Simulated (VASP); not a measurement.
# ScAl3N4 (wurtzite Al6Sc2N8) (Cmc2_1) in VASP: further runs

ScAl3N4 (wurtzite Al6Sc2N8) is run at these levels: PBE; tasks: single point, relaxation of cell and atoms.

All numbers are computed with VASP 6.6.1; they aren't measurements. Logs are shortened: lines on timing, memory, paths and dates and some standing lists are left out, and cuts for length are marked.

**1. The cell of the first run**

Symmetry: Cmc2_1, No. 36, orthorhombic system. Conventional cell: a = 6.540 Å, b = 11.265 Å, c = 5.053 Å, α = 90.00°, β = 90.00°, γ = 90.00°. Within 2.5 Å of Al (site symmetry 1) lie 4 N at 1.91 to 1.97 Å. Al (site symmetry m) has 4 N at 1.91 to 1.98 Å within 2.5 Å. Within 2.7 Å of Sc (site symmetry m) lie 4 N at 2.06 to 2.14 Å. N (site symmetry m) has 2 Al at 1.92 Å and 2 Sc at 2.06 to 2.14 Å within 2.5 Å. Within 2.5 Å of N (site symmetry 1) lie 3 Al at 1.91 Å and 1 Sc at 2.07 Å. Within 2.6 Å of N (site symmetry m) lie 4 Al at 1.94 to 1.98 Å.

**2. Single point, PBE**

INCAR

```
SYSTEM = ScAl3N4
  PREC = Accurate
  ENCUT = 520
  EDIFF = 1E-7
  ISMEAR = 0
  SIGMA = 0.01
  LREAL = Auto
  LASPH = .TRUE.
  NELM = 80
  ALGO = Normal
  ISIF = 2
  LWAVE = .FALSE.
  LCHARG = .FALSE.
  GGA = PE
  NBANDS = 54
```

KPOINTS

```
Automatic mesh
0
G
  4 4 5
  0 0 0
```

POSCAR

```
ScAl3N4
1.0
    6.5127588293     -0.0158294378      0.0000000000
   -3.2700881100      5.6639587517      0.0000000000
    0.0000000000      0.0000000000      5.0527970385
Al Sc N
6 2 8
Direct
    0.3354297161      0.1645798708      0.4992135995
    0.1699675629      0.8349837814     -0.0046706669
    0.3354297161      0.6708498453      0.4992135995
    0.6645702839      0.3354201292     -0.0007864005
    0.6645702839      0.8291501547     -0.0007864005
    0.8300324371      0.6650162186      0.4953293331
    0.1772365304      0.3386182652     -0.0099200687
    0.8227634696      0.1613817348      0.4900799313
    0.1824964802      0.3412482401      0.4132514323
    0.3451514246      0.1547394190      0.8757696716
    0.1650450390      0.8325225195      0.3793727613
    0.3451514246      0.6904120055      0.8757696716
    0.6548485754      0.3452605810      0.3757696716
    0.8175035198      0.1587517599      0.9132514323
    0.6548485754      0.8095879945      0.3757696716
    0.8349549610      0.6674774805      0.8793727613
```

Potentials or basis: VASP PAW PBE potentials, release 64 (Al, Sc_sv, N).

Run with:

```console
cat potpaw_PBE.64/Al/POTCAR potpaw_PBE.64/Sc_sv/POTCAR potpaw_PBE.64/N/POTCAR > POTCAR
mpirun -np 1 vasp_std > vasp.out
```

OUTCAR:

```text
SYSTEM = ScAl3N4
   PREC = Accurate
   ENCUT = 520
   EDIFF = 1E-7
   ISMEAR = 0
   LREAL = Auto
   LASPH = .TRUE.
   NELM = 80
   ISIF = 2
   GGA = PE

 ion  position               nearest neighbor table
   1  0.335  0.165  0.499-  10 1.91  13 1.91   9 1.92  11 1.97   7 3.11   2 3.12   4 3.13   4 3.13
                             2 3.16   8 3.18   7 3.19   3 3.23   6 3.24   6 3.27   3 3.31   8 3.33
   2  0.170  0.835  0.995-  12 1.91  10 1.91  11 1.94  16 1.98   3 3.12   1 3.12   3 3.16   1 3.16
                             6 3.17   6 3.17   5 3.24   4 3.24   7 3.27   7 3.27   4 3.27   5 3.27
   3  0.335  0.671  0.499-  12 1.91  15 1.91   9 1.92  11 1.97   7 3.11   2 3.12   5 3.13   5 3.13
                             2 3.16   8 3.18   7 3.19   1 3.23   6 3.24   6 3.27   1 3.31   8 3.33
   4  0.665  0.335  0.999-  13 1.91  10 1.91  14 1.92  16 1.97   8 3.11   6 3.12   1 3.13   1 3.13
                             6 3.16   7 3.18   8 3.19   5 3.23   2 3.24   2 3.27   5 3.31   7 3.33
   5  0.665  0.829  0.999-  15 1.91  12 1.91  14 1.92  16 1.97   8 3.11   6 3.12   3 3.13   3 3.13
                             6 3.16   7 3.18   8 3.19   4 3.23   2 3.24   2 3.27   4 3.31   7 3.33
   6  0.830  0.665  0.495-  15 1.91  13 1.91  16 1.94  11 1.98   5 3.12   4 3.12   5 3.16   4 3.16
                             2 3.17   2 3.17   3 3.24   1 3.24   8 3.27   8 3.27   1 3.27   3 3.27
   7  0.177  0.339  0.990-  14 2.06  12 2.07  10 2.07   9 2.14   1 3.11   3 3.11   4 3.18   5 3.18
                             1 3.19   3 3.19   8 3.22   8 3.22   2 3.27   2 3.27   4 3.33   5 3.33
   8  0.823  0.161  0.490-   9 2.06  15 2.07  13 2.07  14 2.14   4 3.11   5 3.11   1 3.18   3 3.18
                             4 3.19   5 3.19   7 3.22   7 3.22   6 3.27   6 3.27   1 3.33   3 3.33
   9  0.182  0.341  0.413-   1 1.92   3 1.92   8 2.06   7 2.14
  10  0.345  0.155  0.876-   1 1.91   2 1.91   4 1.91   7 2.07
  11  0.165  0.833  0.379-   2 1.94   3 1.97   1 1.97   6 1.98
  12  0.345  0.690  0.876-   3 1.91   2 1.91   5 1.91   7 2.07
  13  0.655  0.345  0.376-   4 1.91   6 1.91   1 1.91   8 2.07
  14  0.818  0.159  0.913-   4 1.92   5 1.92   7 2.06   8 2.14
  15  0.655  0.810  0.376-   5 1.91   6 1.91   3 1.91   8 2.07
  16  0.835  0.667  0.879-   6 1.94   5 1.97   4 1.97   2 1.98

  LATTYP: Found a base centered orthorhombic cell.
 ALAT       =     6.5401762200
 B/A-ratio  =     1.7223694551
 C/A-ratio  =     0.7725781185

  Lattice vectors:

 A1 = (   3.2426707193,   5.6481293139,   0.0000000000)
 A2 = (  -6.5127588293,   0.0158294378,   0.0000000000)
 A3 = (   0.0000000000,   0.0000000000,   5.0527970385)

Analysis of symmetry for initial positions (statically):
=====================================================================
 Subroutine PRICEL returns:
 Original cell was already a primitive cell.

 Routine SETGRP: Setting up the symmetry group for a
 base centered orthorhombic supercell.

 Subroutine GETGRP returns: Found  4 space group operations
 (whereof  1 operations were pure point group operations)
 out of a pool of  8 trial point group operations.

The static configuration has the point symmetry C_1 .
 The point group associated with its full space group is C_2v.

Analysis of symmetry for dynamics (positions and initial velocities):
=====================================================================
 Subroutine PRICEL returns:
 Original cell was already a primitive cell.

 Routine SETGRP: Setting up the symmetry group for a
 base centered orthorhombic supercell.

 Subroutine GETGRP returns: Found  4 space group operations
 (whereof  1 operations were pure point group operations)
 out of a pool of  8 trial point group operations.

The dynamic configuration has the point symmetry C_1 .
 The point group associated with its full space group is C_2v.

 Subroutine INISYM returns: Found  4 space group operations
 (whereof  1 operations are pure point group operations),
 and found     1 'primitive' translations

----------------------------------------------------------------------------------------

                                     Primitive cell

  volume of cell :     186.1260

  direct lattice vectors                    reciprocal lattice vectors
     6.512758829 -0.015829438  0.000000000     0.153760528  0.088773682  0.000000000
    -3.270088110  5.663958752  0.000000000     0.000429725  0.176803060  0.000000000
     0.000000000  0.000000000  5.052797038     0.000000000  0.000000000  0.197910186

  length of vectors
     6.512778066  6.540176220  5.052797038     0.177547365  0.176803582  0.197910186

  position of ions in fractional coordinates (direct lattice)
     0.335429716  0.164579871  0.499213600
     0.169967563  0.834983781  0.995329333
     0.335429716  0.670849845  0.499213600
     0.664570284  0.335420129  0.999213600
     0.664570284  0.829150155  0.999213600
     0.830032437  0.665016219  0.495329333
[... 8 lines left out ...]
     0.654848575  0.809587994  0.375769672
     0.834954961  0.667477480  0.879372761

  ion indices of the primitive-cell ions
   primitive index   ion index
                 1           1
                 2           2
                 3           3
                 4           4
                 5           5
                 6           6
[... 8 lines left out ...]
                15          15
                16          16

----------------------------------------------------------------------------------------

 KPOINTS: Automatic mesh

Automatic generation of k-mesh.
 Grid dimensions read from file:
 generate k-points for:    4    4    5

 Generating k-lattice:

  Cartesian coordinates                     Fractional coordinates (reciprocal lattice)
     0.038440132  0.022193421  0.000000000     0.250000000  0.000000000  0.000000000
     0.000107431  0.044200765  0.000000000     0.000000000  0.250000000  0.000000000
     0.000000000  0.000000000  0.039582037     0.000000000  0.000000000  0.200000000

  Length of vectors
     0.044386841  0.044200895  0.039582037

  Shift w.r.t. Gamma in fractional coordinates (k-lattice)
     0.000000000  0.000000000  0.000000000

 Subroutine IBZKPT returns following result:
 ===========================================

 Found     21 irreducible k-points:

 Following reciprocal coordinates:
            Coordinates               Weight
  0.000000  0.000000  0.000000      1.000000
  0.250000 -0.000000  0.000000      2.000000
  0.500000 -0.000000  0.000000      1.000000
 -0.000000  0.250000  0.000000      4.000000
  0.250000  0.250000  0.000000      4.000000
 -0.000000  0.500000  0.000000      2.000000
[... 13 lines left out ...]
 -0.000000  0.500000  0.400000      4.000000
  0.250000  0.500000  0.400000      4.000000
   k-points           NKPTS =     21   k-points in BZ     NKDIM =     21   number of bands    NBANDS=     54
   number of dos      NEDOS =    301   number of ions     NIONS =     16
   total plane-waves  NPLWV =  96000
   dimension x,y,z NGX =    48 NGY =   50 NGZ =   40
   dimension x,y,z NGXF=    96 NGYF=  100 NGZF=   80
   ions per type =               6   2   8
   NGX,Y,Z   is equivalent  to a cutoff of  12.25, 12.71, 13.16 a.u.
   NGXF,Y,Z  is equivalent  to a cutoff of  24.51, 25.42, 26.32 a.u.
 SYSTEM =  ScAl3N4
   PREC   = accura    normal or accurate (medium, high low for compatibility)
   ISTART =      0    job   : 0-new  1-cont  2-samecut
   ICHARG =      2    charge: 1-file 2-atom 10-const
   ISPIN  =      1    spin polarized calculation?
   LNONCOLLINEAR =      F non collinear calculations
   LSORBIT =      F    spin-orbit coupling
   LASPH  =      T    aspherical Exc in radial PAW
   ENCUT  =  520.0 eV  38.22 Ry    6.18 a.u.  12.11 12.16  9.39*2*pi/ulx,y,z
   NELM   =     80;   NELMIN=  2; NELMDL= -5     # of ELM steps
   EDIFF  = 0.1E-06   stopping-criterion for ELM
   LREAL  =      T    real-space projection
   EDIFFG = 0.1E-05   stopping-criterion for IOM
   NSW    =      0    number of steps for IOM
   IBRION =     -1    ionic relax: 0-MD 1-quasi-New 2-CG
   NFREE  =      0    steps in history (QN), initial steepest desc. (CG)
   ISIF   =      2    stress and relaxation
   ISYM   =      2    0-nonsym 1-usesym 2-fastsym
   POTIM  = 0.5000    time-step for ionic-motion
   TEBEG  =    0.0;   TEEND  =   0.0 temperature during run
   PSTRESS=    0.0 pullay stress
   NELECT =      80.0000    total number of electrons
   NUPDOWN=      -1.0000    fix difference up-down
   EMIN   =  10.00;   EMAX   =-10.00  energy-range for DOS
   EFERMI =   0.00;   METHOD = LEGACY
   ISMEAR =     0;   SIGMA  =   0.01  broadening in eV -4-tet -1-fermi 0-gaus
   EFERMI_NEDOS =   21; number of points for ismear=-14 and -15
   IALGO  =     38    algorithm
   IMIX   =      4    mixing-type and parameters
     AMIX     =   0.40;   BMIX     =  1.00
     AMIX_MAG =   1.60;   BMIX_MAG =  1.00
  volume/ion in A,a.u.               =      11.63        78.50
  Fermi-wavevector in a.u.,A,eV,Ry     =   1.235480  2.334719 20.768088  1.526411
  Thomas-Fermi vector in A             =   2.370128
   LORBIT       =      0    0 simple, 1 ext, 2 COOP (PROOUT), +10 PAW based schemes
   GGA     = PE    functional components
   LHFCALC =     F    Hartree Fock is set to
   AEXX    =    0.0000 exact exchange contribution
   IVDW    =     0    specifies the selected vdW correction
   LEPSILON=     F    determine dielectric tensor
   LRPA    =     F    only Hartree local field effects (RPA)
 non-spin polarized calculation
 Gauss-broadening in eV      SIGMA  =   0.01
  energy-cutoff  :      520.00
  volume of cell :      186.13
 maximum number of plane-waves:      5043
   NGX = 25   NGY = 25   NGZ = 19

 number of electron      80.0000003 magnetization

 Free energy of the ion-electron system (eV)
  ---------------------------------------------------
  ext. energy  EPLUGINS =         0.00000000
  ---------------------------------------------------
  free energy    TOTEN  =      -124.24348397 eV

  energy without entropy =     -124.24348397  energy(sigma->0) =     -124.24348397

 E-fermi :   4.9532     XC(G=0): -10.7056

 val. band max:        4.8671629186   @ k =   0.0000   0.0000   0.0000
 cond. band min:       8.4895073428   @ k =   0.0000   0.0000   0.0000
 fundamental gap:      3.6223444242
 Fermi energy:         4.9532114283

 k-point     1 :       0.0000    0.0000    0.0000
  band No.  band energies     occupation
      1     -42.1070      2.00000
      2     -42.0786      2.00000
      3     -20.9440      2.00000
      4     -20.9070      2.00000
      5     -20.8727      2.00000
      6     -20.8438      2.00000
[... 44 lines left out ...]
     51      11.1314      0.00000
     52      11.4228      0.00000

 k-point     2 :       0.2500   -0.0000    0.0000
  band No.  band energies     occupation
      1     -42.1070      2.00000
      2     -42.0786      2.00000
      3     -20.9438      2.00000
      4     -20.9064      2.00000
      5     -20.8739      2.00000
      6     -20.8428      2.00000
[... 44 lines left out ...]
     51      11.1559      0.00000
     52      11.3926      0.00000

 k-point     3 :       0.5000   -0.0000    0.0000
  band No.  band energies     occupation
      1     -42.1070      2.00000
      2     -42.0786      2.00000
      3     -20.9436      2.00000
      4     -20.9057      2.00000
      5     -20.8750      2.00000
      6     -20.8418      2.00000
[... 44 lines left out ...]
     51      11.0915      0.00000
     52      11.3279      0.00000
[... 881 lines left out ...]
 k-point    20 :      -0.0000    0.5000    0.4000
  band No.  band energies     occupation
      1     -42.0971      2.00000
      2     -42.0883      2.00000
      3     -20.9626      2.00000
      4     -20.9488      2.00000
      5     -20.8631      2.00000
      6     -20.8535      2.00000
[... 44 lines left out ...]
     51      11.6164      0.00000
     52      11.6765      0.00000

 k-point    21 :       0.2500    0.5000    0.4000
  band No.  band energies     occupation
      1     -42.0971      2.00000
      2     -42.0883      2.00000
      3     -20.9626      2.00000
      4     -20.9488      2.00000
      5     -20.8631      2.00000
      6     -20.8535      2.00000
[... 44 lines left out ...]
     51      11.7206      0.00000
     52      11.7733      0.00000
 [bands above 52 left out]

------------------------ aborting loop because EDIFF is reached ----------------------------------------

  FORCE on cell =-STRESS in cart. coord.  units (eV):
  Direction    XX          YY          ZZ          XY          YZ          ZX
  --------------------------------------------------------------------------------------
  -------------------------------------------------------------------------------------
  Total       -2.4216953     -2.4536766     -1.2303237      0.0276966      0.0000000      0.0000000
  in kB      -20.8460128    -21.1213086    -10.5906567      0.2384132      0.0000000      0.0000000
  external PRESSURE =     -17.5193260 kB  Pullay stress =       0.0000000 kB

 VOLUME and BASIS-vectors are now :
 -----------------------------------------------------------------------------
  energy-cutoff  :      520.00
  volume of cell :      186.13
      direct lattice vectors                 reciprocal lattice vectors
     6.512758829 -0.015829438  0.000000000     0.153760528  0.088773682  0.000000000
    -3.270088110  5.663958752  0.000000000     0.000429725  0.176803060  0.000000000
     0.000000000  0.000000000  5.052797038     0.000000000  0.000000000  0.197910186

 POSITION                                       TOTAL-FORCE (eV/Angst)
 -----------------------------------------------------------------------------------
      1.64638      0.92686      2.52242        -0.003102      0.000909      0.000079
     -1.62351      4.72662      5.02920        -0.001188     -0.000686     -0.001829
     -0.00917      3.79436      2.52242        -0.000764     -0.003140      0.000079
      3.23133      1.88929      5.04882         0.003102     -0.000909      0.000079
      1.61679      4.68575      5.04882         0.000764      0.003140      0.000079
      3.23114      3.75349      2.50280         0.001188      0.000686     -0.001829
[... 8 lines left out ...]
      1.61745      4.57511      1.89869         0.002773     -0.060503     -0.017141
      3.25515      3.76735      4.44329         0.000744      0.000429      0.000664
 -----------------------------------------------------------------------------------
    total drift:                               -0.000000      0.000001     -0.010223

  FREE ENERGIE OF THE ION-ELECTRON SYSTEM (eV)
  ---------------------------------------------------
  free  energy   TOTEN  =      -124.2434839710 eV

  energy  without entropy=     -124.2434839710  energy(sigma->0) =     -124.24348397
```

Run time: 3.8 min. Hardware: 1 thread of Intel Xeon 6975P-C (Granite Rapids), shared host; peak memory 0.36 GiB.

What came out:

```yaml
Free_energy: -124.2435 eV
Pressure: -1.8 GPa
Largest_force: 0.070 eV/Å
Band_gap_on_the_k_mesh: 3.62 eV, direct
```

Forces on the atoms (eV/Å):
```
Al  -0.003  0.001  0.000
Al  -0.001 -0.001 -0.002
Al  -0.001 -0.003  0.000
Al   0.003 -0.001  0.000
Al   0.001  0.003  0.000
Al   0.001  0.001 -0.002
Sc   0.004  0.002  0.004
Sc  -0.004 -0.002  0.004
N    0.054  0.031  0.031
N    0.051 -0.033 -0.017
N   -0.001  0.000  0.001
N   -0.003  0.061 -0.017
N   -0.051  0.033 -0.017
N   -0.054 -0.031  0.031
N    0.003 -0.061 -0.017
N    0.001  0.000  0.001
```

Stress tensor (GPa, compression positive):
```
-2.08  0.02  0.00
 0.02 -2.11  0.00
 0.00  0.00 -1.06
```

A k mesh can miss the band edges.

(Continued in part 2 of 2.)
